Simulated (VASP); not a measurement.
Wanted: the native input for a VASP 6.6.1 run.

```
Task                   : single point
Functional             : PBEsol
Potentials or basis    : VASP PAW PBE potentials, release 64 (S, Mg)
Cutoff                 : 520 eV
k mesh                 : 7 × 7 × 7
Occupations            : fermi-dirac, width 0.05 eV
Spin                   : no spin polarisation
Dipole correction      : no
Further INCAR settings : ALGO = Normal; EDIFF = 1e-06; NBANDS = 11
```

The structure of MgS lies in POSCAR:

```
MgS
1.0
    0.0000000000      2.7197952449      2.8331200468
    2.7197952449      0.0000000000      2.8331200468
    2.7197952449      2.7197952449      0.0000000000
S Mg
1 1
Direct
    0.2500000000      0.2500000000      0.2500000000
    0.0000000000      0.0000000000      0.0000000000
```

The input as run:

INCAR

```
SYSTEM = MgS
ALGO = Normal
EDIFF = 1E-6
ENCUT = 520
GGA = PS
ISIF = 2
ISMEAR = -1
LASPH = .True.
LCHARG = .True.
LELF = .True.
LREAL = .False.
LVHAR = .True.
LWAVE = .False.
NBANDS = 11
NELM = 60
PREC = Accurate
SIGMA = 0.05
```

KPOINTS

```
k-points
0
Gamma
  7 7 7
  0 0 0
```

Potentials or basis: VASP PAW PBE potentials, release 64 (S, Mg).

Command:

```sh
$ cat potpaw_PBE.64/S/POTCAR potpaw_PBE.64/Mg/POTCAR > POTCAR
$ mpirun -np 1 vasp_std > vasp.out
```

It gave:

The pressure is 4.8 GPa and the band gap on the k mesh is 3.65 eV, direct.

Caveat: the PAW data sets were made with another functional, which shifts forces and pressure a little.

Wall time 22 s on 1 thread of AMD EPYC 7R43 64-Core Processor (Zen 3), with other jobs on the host, peak memory 0.13 GiB.
